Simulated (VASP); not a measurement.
A run of VASP 6.6.1 is set up as follows.

The input INCAR:

```
SYSTEM = ZnS
ALGO     = Normal         ! electronic algorithm
EDIFF    = 1E-7           ! SCF threshold, eV
ENCUT    = 520            ! plane-wave cutoff, eV
GGA      = PE             ! functional
ISIF     = 2              ! what is computed and relaxed
ISMEAR   = -1             ! smearing method
LASPH    = .TRUE.         ! aspherical terms in the spheres
LCHARG   = .FALSE.        ! write CHGCAR
LREAL    = .FALSE.        ! projectors in reciprocal space
LWAVE    = .FALSE.        ! write WAVECAR
NBANDS   = 16             ! bands
NELM     = 100            ! most SCF steps
PREC     = Accurate       ! precision mode
SIGMA    = 0.05           ! smearing width, eV
```

KPOINTS

```
k-points
0
G
  9 9 9
  0 0 0
```

Contents of POSCAR:

```
ZnS
1.0
    0.0000000000      2.7216713844      2.7216713844
    2.7216713844      0.0000000000      2.7216713844
    2.7216713844      2.7216713844      0.0000000000
Zn S
1 1
Direct
    0.7500000000      0.7500000000      0.7500000000
    0.0000000000      0.0000000000      0.0000000000
```

Potentials or basis: VASP PAW PBE potentials, release 64 (Zn, S).

Run with:

```bash
$ cat potpaw_PBE.64/Zn/POTCAR potpaw_PBE.64/S/POTCAR > POTCAR
$ mpirun -np 1 vasp_std > vasp.out
```

Question: Predict the pressure.

Answer: 0.2 GPa.

Question: Estimate the band gap on the k mesh.

Answer: 2.02 eV.

**Measured values to compare with.**

“Electronic, vibrational, and thermodynamic properties of ZnS (zincblende and rocksalt structure)”, 2009, arxiv:0911.5022 quotes, for a bulk crystal of ZnS at 19 K: band gap 3.85 eV (direct).

Measured gap of ZnS: 3.85 eV (direct; 19 K; quoted in “Electronic, vibrational, and thermodynamic properties of ZnS (zincblende and rocksalt structure)”, 2009, arxiv:0911.5022). This calculation gives 2.02 eV (-1.83 eV). The value is that of PBE, without temperature or zero-point motion. Semilocal functionals fall short of measured gaps as a rule.
